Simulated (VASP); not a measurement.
# Pd (I4/mmm) in VASP: notebook

The runs below take Pd through single point, with PBEsol.

Program: VASP 6.6.1. These are calculated values, not measurements. Logs are shortened: lines on timing, memory, paths and dates and some standing lists are left out, and cuts for length are marked.

## (1) The cell of the first run

The structure is tetragonal, space group I4/mmm (No. 139). Conventional cell: a = 2.682 Å, b = 2.682 Å, c = 3.695 Å, α = 90.00°, β = 90.00°, γ = 90.00°. Pd (site symmetry 4/mmm) has 12 Pd at 2.65 to 2.68 Å within 3.5 Å.

## (2) Single point, PBEsol (strain -0.025 along x and y, -0.050 along z)

Input file INCAR:

```
SYSTEM = Pd
ALGO     = Normal         ! electronic algorithm
EDIFF    = 1E-6           ! SCF threshold, eV
ENCUT    = 520            ! plane-wave cutoff, eV
GGA      = PS             ! functional
ISIF     = 2              ! what is computed and relaxed
ISMEAR   = 0              ! smearing method
LASPH    = .TRUE.         ! aspherical terms in the spheres
LCHARG   = .FALSE.        ! write CHGCAR
LREAL    = .FALSE.        ! projectors in reciprocal space
LWAVE    = .FALSE.        ! write WAVECAR
NBANDS   = 11             ! bands
NELM     = 60             ! most SCF steps
PREC     = Accurate       ! precision mode
SIGMA    = 0.15           ! smearing width, eV
```

Input file KPOINTS:

```
k-points
0
G
  20 20 20
  0 0 0
```

Input file POSCAR:

```
Pd
1.0
    0.0000000000      1.8962775000      1.8476550000
    1.8962775000      0.0000000000      1.8476550000
    1.8962775000      1.8962775000      0.0000000000
Pd
1
Direct
    0.0000000000      0.0000000000      0.0000000000
```

Potentials or basis: VASP PAW PBE potentials, release 64 (Pd).

The run is started by

```console
$ cat potpaw_PBE.64/Pd/POTCAR > POTCAR
$ mpirun -np 1 vasp_std > vasp.out
```

OUTCAR:

```text
SYSTEM = Pd
   EDIFF = 1E-6
   ENCUT = 520
   GGA = PS
   ISIF = 2
   ISMEAR = 0
   LASPH = .TRUE.
   LREAL = .FALSE.
   NELM = 60
   PREC = Accurate

 ion  position               nearest neighbor table
   1  0.000  0.000  0.000-

  LATTYP: Found a body centered tetragonal cell.
 ALAT       =     2.6817413585
 C/A-ratio  =     1.3779516762

  Lattice vectors:

 A1 = (   0.0000000000,  -1.8962775000,  -1.8476550000)
 A2 = (   0.0000000000,   1.8962775000,  -1.8476550000)
 A3 = (   1.8962775000,   0.0000000000,   1.8476550000)

Analysis of symmetry for initial positions (statically):
=====================================================================
 Subroutine PRICEL returns:
 Original cell was already a primitive cell.

 Routine SETGRP: Setting up the symmetry group for a
 body centered tetragonal supercell.

 Subroutine GETGRP returns: Found 16 space group operations
 (whereof 16 operations were pure point group operations)
 out of a pool of 16 trial point group operations.

The static configuration has the point symmetry D_4h.

Analysis of symmetry for dynamics (positions and initial velocities):
=====================================================================
 Subroutine PRICEL returns:
 Original cell was already a primitive cell.

 Routine SETGRP: Setting up the symmetry group for a
 body centered tetragonal supercell.

 Subroutine GETGRP returns: Found 16 space group operations
 (whereof 16 operations were pure point group operations)
 out of a pool of 16 trial point group operations.

The dynamic configuration has the point symmetry D_4h.

 Subroutine INISYM returns: Found 16 space group operations
 (whereof 16 operations are pure point group operations),
 and found     1 'primitive' translations

----------------------------------------------------------------------------------------

                                     Primitive cell

  volume of cell :      13.2878

  direct lattice vectors                    reciprocal lattice vectors
     0.000000000  1.896277500  1.847655000    -0.263674489  0.263674489  0.270613291
     1.896277500  0.000000000  1.847655000     0.263674489 -0.263674489  0.270613291
     1.896277500  1.896277500  0.000000000     0.263674489  0.263674489 -0.270613291

  length of vectors
     2.647583305  2.647583305  2.681741359     0.460738565  0.460738565  0.460738565

  position of ions in fractional coordinates (direct lattice)
     0.000000000  0.000000000  0.000000000

  ion indices of the primitive-cell ions
   primitive index   ion index
                 1           1

----------------------------------------------------------------------------------------

 KPOINTS: k-points

Automatic generation of k-mesh.
 Grid dimensions read from file:
 generate k-points for:   20   20   20

 Generating k-lattice:

  Cartesian coordinates                     Fractional coordinates (reciprocal lattice)
    -0.013183724  0.013183724  0.013530665     0.050000000  0.000000000  0.000000000
     0.013183724 -0.013183724  0.013530665     0.000000000  0.050000000  0.000000000
     0.013183724  0.013183724 -0.013530665     0.000000000  0.000000000  0.050000000

  Length of vectors
     0.023036928  0.023036928  0.023036928

  Shift w.r.t. Gamma in fractional coordinates (k-lattice)
     0.000000000  0.000000000  0.000000000

 Subroutine IBZKPT returns following result:
 ===========================================

 Found    641 irreducible k-points:

 Following reciprocal coordinates:
            Coordinates               Weight
  0.000000  0.000000  0.000000      1.000000
  0.050000  0.000000  0.000000      8.000000
  0.100000 -0.000000  0.000000      8.000000
  0.150000  0.000000  0.000000      8.000000
  0.200000 -0.000000  0.000000      8.000000
  0.250000 -0.000000  0.000000      8.000000
[... 16 lines left out ...]
 -0.400000  0.050000  0.000000      8.000000
 -0.350000  0.050000  0.000000      8.000000
 [... further k-points ...]
   k-points           NKPTS =    641   k-points in BZ     NKDIM =    641   number of bands    NBANDS=     11
   number of dos      NEDOS =    301   number of ions     NIONS =      1
   total plane-waves  NPLWV =   8000
   dimension x,y,z NGX =    20 NGY =   20 NGZ =   20
   dimension x,y,z NGXF=    40 NGYF=   40 NGZF=   40
   ions per type =               1
   NGX,Y,Z   is equivalent  to a cutoff of  12.56, 12.56, 12.40 a.u.
   NGXF,Y,Z  is equivalent  to a cutoff of  25.12, 25.12, 24.80 a.u.
 SYSTEM =  Pd
   PREC   = accura    normal or accurate (medium, high low for compatibility)
   ISTART =      0    job   : 0-new  1-cont  2-samecut
   ICHARG =      2    charge: 1-file 2-atom 10-const
   ISPIN  =      1    spin polarized calculation?
   LNONCOLLINEAR =      F non collinear calculations
   LSORBIT =      F    spin-orbit coupling
   LASPH  =      T    aspherical Exc in radial PAW
   ENCUT  =  520.0 eV  38.22 Ry    6.18 a.u.   4.92  4.92  4.99*2*pi/ulx,y,z
   NELM   =     60;   NELMIN=  2; NELMDL= -5     # of ELM steps
   EDIFF  = 0.1E-05   stopping-criterion for ELM
   LREAL  =      F    real-space projection
   EDIFFG = 0.1E-04   stopping-criterion for IOM
   NSW    =      0    number of steps for IOM
   IBRION =     -1    ionic relax: 0-MD 1-quasi-New 2-CG
   NFREE  =      0    steps in history (QN), initial steepest desc. (CG)
   ISIF   =      2    stress and relaxation
   ISYM   =      2    0-nonsym 1-usesym 2-fastsym
   POTIM  = 0.5000    time-step for ionic-motion
   TEBEG  =    0.0;   TEEND  =   0.0 temperature during run
   PSTRESS=    0.0 pullay stress
   NELECT =      10.0000    total number of electrons
   NUPDOWN=      -1.0000    fix difference up-down
   EMIN   =  10.00;   EMAX   =-10.00  energy-range for DOS
   EFERMI =   0.00;   METHOD = LEGACY
   ISMEAR =     0;   SIGMA  =   0.15  broadening in eV -4-tet -1-fermi 0-gaus
   EFERMI_NEDOS =   21; number of points for ismear=-14 and -15
   IALGO  =     38    algorithm
   IMIX   =      4    mixing-type and parameters
     AMIX     =   0.40;   BMIX     =  1.00
     AMIX_MAG =   1.60;   BMIX_MAG =  1.00
  volume/ion in A,a.u.               =      13.29        89.67
  Fermi-wavevector in a.u.,A,eV,Ry     =   1.489098  2.813987 30.169733  2.217413
  Thomas-Fermi vector in A             =   2.602049
   LORBIT       =      0    0 simple, 1 ext, 2 COOP (PROOUT), +10 PAW based schemes
   GGA     = PS    functional components
   LHFCALC =     F    Hartree Fock is set to
   AEXX    =    0.0000 exact exchange contribution
   IVDW    =     0    specifies the selected vdW correction
   LEPSILON=     F    determine dielectric tensor
   LRPA    =     F    only Hartree local field effects (RPA)
 non-spin polarized calculation
 Gauss-broadening in eV      SIGMA  =   0.15
  energy-cutoff  :      520.00
  volume of cell :       13.29
 maximum number of plane-waves:       370
   NGX =  9   NGY =  9   NGZ =  9

 number of electron      10.0000000 magnetization

 number of electron       9.9999998 magnetization

 Free energy of the ion-electron system (eV)
  ---------------------------------------------------
  ext. energy  EPLUGINS =         0.00000000
  ---------------------------------------------------
  free energy    TOTEN  =        -5.88874533 eV

  energy without entropy =       -5.86567735  energy(sigma->0) =       -5.87721134

 E-fermi :  11.4955     XC(G=0): -14.0400

 val. band max:       11.4912193048   @ k =  -0.4000   0.4000   0.0000
 cond. band min:      11.4962731726   @ k =  -0.4000   0.3500   0.1000
 fundamental gap:      0.0050538678
 Fermi energy:        11.4954521849

 k-point     1 :       0.0000    0.0000    0.0000
  band No.  band energies     occupation
      1       3.4098      2.00000
      2       8.0309      2.00000
      3       8.0309      2.00000
      4       8.3075      2.00000
      5       9.9001      2.00000
      6      10.1993      2.00000
      7      28.6240      0.00000
      8      33.7391      0.00000
      9      33.7391      0.00000
     10      34.5084      0.00000
     11      37.1693      0.00000

 k-point     2 :       0.0500    0.0000    0.0000
  band No.  band energies     occupation
      1       3.5102      2.00000
      2       8.0154      2.00000
      3       8.0684      2.00000
      4       8.3199      2.00000
      5       9.8837      2.00000
      6      10.1763      2.00000
      7      28.7531      0.00000
      8      33.2701      0.00000
      9      33.8722      0.00000
     10      34.4699      0.00000
     11      37.1877      0.00000

 k-point     3 :       0.1000   -0.0000    0.0000
  band No.  band energies     occupation
      1       3.8016      2.00000
      2       7.9458      2.00000
      3       8.1682      2.00000
      4       8.3859      2.00000
      5       9.8491      2.00000
      6      10.1204      2.00000
      7      29.0942      0.00000
      8      31.9774      0.00000
      9      34.2594      0.00000
     10      34.7793      0.00000
     11      37.2026      0.00000

 k-point     4 :       0.1500    0.0000    0.0000
  band No.  band energies     occupation
      1       4.2488      2.00000
      2       7.8468      2.00000
      3       8.2879      2.00000
      4       8.4985      2.00000
      5       9.8431      2.00000
      6      10.0721      2.00000
      7      29.4308      0.00000
      8      30.5103      0.00000
      9      34.8622      0.00000
     10      35.3557      0.00000
     11      37.2017      0.00000
[... 239 lines left out ...]
 k-point    22 :      -0.4500    0.0500    0.0000
  band No.  band energies     occupation
      1       5.3563      2.00000
      2       7.9932      2.00000
      3       8.1470      2.00000
      4      10.7764      2.00000
      5      11.4450      1.36582
      6      12.7207      0.00000
      7      19.9163      0.00000
      8      28.1552      0.00000
      9      33.2888      0.00000
     10      33.3623      0.00000
     11      37.2021      0.00000

 k-point    23 :      -0.4000    0.0500    0.0000
  band No.  band energies     occupation
      1       5.4082      2.00000
      2       8.0439      2.00000
      3       8.2111      2.00000
      4      10.4233      2.00000
      5      11.1844      1.99664
      6      12.1102      0.00000
      7      21.0639      0.00000
      8      28.4018      0.00000
      9      33.4516      0.00000
     10      34.1144      0.00000
     11      37.1997      0.00000

 k-point    24 :      -0.3500    0.0500    0.0000
  band No.  band energies     occupation
      1       5.4775      2.00000
      2       8.1376      2.00000
      3       8.3153      2.00000
      4       9.6817      2.00000
      5      10.8181      2.00000
      6      11.5169      0.83969
      7      22.6944      0.00000
      8      28.8328      0.00000
      9      33.9049      0.00000
     10      35.2399      0.00000
     11      37.1934      0.00000

 [... further k-points ...]

------------------------ aborting loop because EDIFF is reached ----------------------------------------

  FORCE on cell =-STRESS in cart. coord.  units (eV):
  Direction    XX          YY          ZZ          XY          YZ          ZX
  --------------------------------------------------------------------------------------
  -------------------------------------------------------------------------------------
  Total        1.8752675      1.8752675      2.0497785      0.0000000     -0.0000000      0.0000000
  in kB      226.1096790    226.1096790    247.1512719      0.0000000     -0.0000000      0.0000000
  external PRESSURE =     233.1235433 kB  Pullay stress =       0.0000000 kB

 VOLUME and BASIS-vectors are now :
 -----------------------------------------------------------------------------
  energy-cutoff  :      520.00
  volume of cell :       13.29
      direct lattice vectors                 reciprocal lattice vectors
     0.000000000  1.896277500  1.847655000    -0.263674489  0.263674489  0.270613291
     1.896277500  0.000000000  1.847655000     0.263674489 -0.263674489  0.270613291
     1.896277500  1.896277500  0.000000000     0.263674489  0.263674489 -0.270613291

 POSITION                                       TOTAL-FORCE (eV/Angst)
 -----------------------------------------------------------------------------------
      0.00000      0.00000      0.00000         0.000000      0.000000      0.000000
 -----------------------------------------------------------------------------------
    total drift:                                0.000000     -0.000000      0.000000

  FREE ENERGIE OF THE ION-ELECTRON SYSTEM (eV)
  ---------------------------------------------------
  free  energy   TOTEN  =        -5.8887453267 eV

  energy  without entropy=       -5.8656773506  energy(sigma->0) =       -5.87721134
```

It took 2.1 min on 1 thread of Intel Xeon 8259CL, shared host; peak memory 0.2 GiB.

What came out:

| Property | Result |
| --- | --- |
| Free energy | -5.8887 eV |
| Pressure | 23.3 GPa |
| Band gap on the k mesh | zero (bands 5 and 6 overlap by 1.96 eV) |

Levels at points of the mesh, in eV from the Fermi level:
| k point | band 2 | band 3 | band 4 | band 5 | band 6 | band 7 | band 8 | band 9 |
| --- | --- | --- | --- | --- | --- | --- | --- | --- |
| (0.00, 0.00, 0.00) | -3.46 | -3.46 | -3.19 | -1.60 | -1.30 | 17.13 | 22.24 | 22.24 |
| (0.50, 0.00, 0.00) | -3.57 | -3.30 | -0.08 | 0.06 | 0.69 | 8.16 | 16.49 | 21.76 |
| (0.50, 0.50, 0.00) | -6.06 | -0.04 | 0.37 | 0.37 | 3.63 | 12.36 | 13.35 | 13.35 |
| (0.50, 0.00, 0.50) | -6.05 | -0.04 | 0.26 | 0.46 | 3.07 | 11.62 | 13.74 | 13.98 |

Caveat: the cell differs from its parent crystal (strain -0.025 along x and y, -0.050 along z); the cell stands under pressure; the PAW data sets were made with another functional, which shifts forces and pressure a little.

## (3) Single point, PBEsol (strain +0.000 along x and y, +0.050 along z)

Input file INCAR:

```
SYSTEM = Pd
ALGO = Normal ; EDIFF = 1E-6
ENCUT = 520 ; GGA = PS
ISIF = 2 ; ISMEAR = 0
LASPH = .True. ; LCHARG = .True.
LELF = .True. ; LREAL = .False.
LVHAR = .True. ; LWAVE = .False.
NBANDS = 11 ; NELM = 80
PREC = Accurate ; SIGMA = 0.15
```

Input file KPOINTS:

```
k-points
0
Gamma
  20 20 20
  0 0 0
```

Input file POSCAR:

```
Pd
1.0
    0.0000000000      1.9449000000      2.0421450000
    1.9449000000      0.0000000000      2.0421450000
    1.9449000000      1.9449000000      0.0000000000
Pd
1
Direct
    0.0000000000      0.0000000000      0.0000000000
```

Potentials or basis: VASP PAW PBE potentials, release 64 (Pd).

The run is started by

```console
$ cat potpaw_PBE.64/Pd/POTCAR > POTCAR
$ mpirun -np 1 vasp_std > vasp.out
```

It took 2.2 min on 1 thread of Intel Xeon 8259CL, shared host; peak memory 0.23 GiB.

Results (log left out):

| Quantity | Value |
| --- | --- |
| Free energy | -5.9371 eV |
| Pressure | -10.4 GPa |
| Band gap on the k mesh | zero (bands 5 and 6 overlap by 1.62 eV) |

Stress tensor (GPa, compression positive):
```
 -9.51   0.00   0.00
  0.00  -9.51   0.00
  0.00   0.00 -12.24
```

Levels at points of the mesh, in eV from the Fermi level:
```
           k point  band 3  band 4  band 5  band 6  band 7  band 8
(0.00, 0.00, 0.00)   -2.49   -2.49   -1.37   -0.91   17.14   20.92
(0.50, 0.00, 0.00)   -2.48   -0.11    0.07    1.04    6.92   16.35
(0.50, 0.50, 0.00)   -0.02    0.25    0.25    2.67    9.41   13.47
(0.50, 0.00, 0.50)   -0.06    0.11    0.43    3.58   10.68   12.48
```

Caveat: the cell differs from its parent crystal (strain +0.000 along x and y, +0.050 along z); the cell stands under tension; the PAW data sets were made with another functional, which shifts forces and pressure a little.
